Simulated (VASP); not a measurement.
## BAs: electric field gradients with LDA

Crystal: BAs.

```
B As
1.0
     0.00000    2.41993    2.41993
     2.41993    0.00000    2.41993
     2.41993    2.41993    0.00000
B As
1 1
Direct
  0.00000 0.00000 0.00000
  0.75000 0.75000 0.75000
```

| Quantity | Value |
| --- | --- |
| Program | VASP 6.6.1 |
| Task | electric field gradients |
| Functional | LDA |
| Potentials or basis | VASP PAW LDA potentials, release 64 (B, As) |
| Cutoff | 520 eV |
| k mesh | 15 × 15 × 15 |
| Occupations | fermi-dirac, width 0.03 eV |
| Spin | no spin polarisation |
| Dipole correction | no |
| Further INCAR settings | ALGO = Normal; EDIFF = 1e-08; NBANDS = 11 |

```yaml
Pressure: -7.9 GPa
Band_gap_on_the_k_mesh: 1.16 eV (least direct gap 3.20 eV)
Largest_electric_field_gradient_by_atom: zero within the noise of the run
```

Levels at points of the mesh, in eV from the valence-band top:
| k point | band 2 | band 3 | band 4 | band 5 | band 6 | band 7 |
| --- | --- | --- | --- | --- | --- | --- |
| (0.00, 0.00, 0.00) | 0.00 | 0.00 | 0.00 | 3.20 | 3.20 | 3.20 |

Wall time 20 s on 1 thread of Intel(R) Xeon(R) Platinum 8488C (Sapphire Rapids) (shared host), peak memory 0.17 GiB.

Caveat: the cell stands under tension; an odd mesh through Γ misses points on the zone boundary, where band edges can lie.
